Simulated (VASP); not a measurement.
Al3Ru2: single point with PBEsol

Al3Ru2:

```xyz
10
Lattice="3.0273 0.0000 0.0000 0.0000 3.0273 0.0000 0.0000 0.0000 14.4533" Properties=species:S:1:pos:R:3 pbc="T T T"
Al    0.0000    0.0000    0.0000
Al    1.5136    1.5136    4.4367
Al    0.0000    0.0000    2.7900
Al    1.5136    1.5136    7.2267
Al    0.0000    0.0000   11.6633
Al    1.5136    1.5136   10.0167
Ru    1.5136    1.5136    1.5123
Ru    0.0000    0.0000    5.7143
Ru    0.0000    0.0000    8.7390
Ru    1.5136    1.5136   12.9410
```

This cell differs from its parent crystal: biaxial strain in the a-b plane: -1.5 %, then relaxed in part.

```
Program                : VASP 6.6.1
Task                   : single point
Functional             : PBEsol
Potentials or basis    : VASP PAW PBE potentials, release 64 (Al, Ru_pv)
Cutoff                 : 520 eV
k mesh                 : 12 × 12 × 4
Occupations            : gaussian, width 0.1 eV
Spin                   : no spin polarisation
Dipole correction      : no
Further INCAR settings : ALGO = Fast; EDIFF = 1e-06; NBANDS = 48
```

| Quantity | Value |
| --- | --- |
| Pressure | 3.7 GPa |
| Largest force | 0.009 eV/Å |
| Band gap on the k mesh | zero (band 37 reaches 12.00 eV, above the bottom of band 38 at 10.08 eV) |

Forces on the atoms (eV/Å):
```
Al   0.000  0.000  0.000
Al   0.000  0.000 -0.009
Al   0.000  0.000  0.009
Al   0.000  0.000  0.000
Al   0.000  0.000 -0.009
Al   0.000  0.000  0.009
Ru   0.000  0.000 -0.006
Ru   0.000  0.000  0.006
Ru   0.000  0.000 -0.006
Ru   0.000  0.000  0.006
```

Stress tensor (GPa, compression positive):
```
5.56 0.00 0.00
0.00 5.56 0.00
0.00 0.00 0.09
```

Levels at points of the mesh, in eV from the Fermi level:
```tsv
k point	band 34	band 35	band 36	band 37	band 38	band 39	band 40	band 41	band 42	band 43
(0.00, 0.00, 0.00)	-0.53	-0.12	-0.10	0.00	0.01	2.25	3.26	4.22	4.67	4.67
(0.50, 0.00, 0.00)	-1.71	-1.06	-1.06	-0.33	-0.33	1.38	1.38	1.78	1.78	4.06
(0.50, 0.50, 0.00)	0.50	0.57	0.57	1.25	1.25	1.29	1.29	2.07	2.07	2.16
(0.00, 0.00, 0.50)	-0.66	-0.11	-0.11	0.01	0.01	2.56	2.56	5.02	5.02	5.02
(0.50, 0.00, 0.50)	-1.71	-1.05	-1.05	-0.33	-0.33	1.36	1.36	1.79	1.79	3.96
(0.50, 0.50, 0.50)	0.68	1.25	1.25	1.29	1.29	1.37	1.37	1.37	1.37	1.92
```

Run time: 9.1 min on 1 thread of Intel(R) Xeon(R) Platinum 8259CL CPU @ 2.50GHz (Skylake/Cascade Lake), on a shared host, peak memory 0.51 GiB.

Caveat: the cell differs from its parent crystal (biaxial strain in the a-b plane: -1.5 %, then relaxed in part); the PAW data sets were made with another functional, which shifts forces and pressure a little.
